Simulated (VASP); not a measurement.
Write the native input for VASP 6.6.1 that does the following.

```yaml
Task: single point
Functional: revPBE
Dispersion: D4
Potentials_or_basis: VASP PAW PBE potentials, release 64 (B, As)
Cutoff: 520 eV
k_mesh: 12 × 8 × 6
Occupations: fermi-dirac, width 0.05 eV
Spin: no spin polarisation
Dipole_correction: no
Further_INCAR_settings: ALGO = Normal; EDIFF = 1e-06; NBANDS = 11
```

The structure of BAs lies in POSCAR:

```
BAs
1.0
    2.7225194339      0.0000000000      0.0000000000
    0.0000000000      2.4032610826      0.0000000000
    0.0000000000      0.0000000000      4.2663337818
B As
1 1
Direct
    0.0000000000      0.5000000000      0.0000000000
    0.5000000000      0.5000000000      0.5000000000
```

One way to write it, as run:

INCAR

```
SYSTEM = BAs
ALGO = Normal ; EDIFF = 1E-6
ENCUT = 520 ; GGA = RE
ISIF = 2 ; ISMEAR = -1
IVDW = 13 ; LASPH = .True.
LCHARG = .True. ; LELF = .True.
LREAL = .False. ; LVHAR = .True.
LWAVE = .False. ; NBANDS = 11
NELM = 60 ; PREC = Accurate
SIGMA = 0.05
```

KPOINTS

```
k-points
0
Gamma
  12 8 6
  0 0 0
```

Potentials or basis: VASP PAW PBE potentials, release 64 (B, As).

Command:

```sh
$ cat potpaw_PBE.64/B/POTCAR potpaw_PBE.64/As/POTCAR > POTCAR
$ mpirun -np 1 vasp_std > vasp.out
```

Results of the run:

The pressure is 0.2 GPa and the band gap on the k mesh is zero (band 4 reaches 9.37 eV, above the bottom of band 5 at 4.28 eV). The dispersion energy per atom is -0.800 eV.

Caveat: the PAW data sets were made with another functional, which shifts forces and pressure a little; pairwise dispersion overbinds metals, which lowers pressure and volume.

Run time: 11 s on 1 thread of Intel(R) Xeon(R) 6975P-C (Granite Rapids) (shared host), peak memory 0.16 GiB.
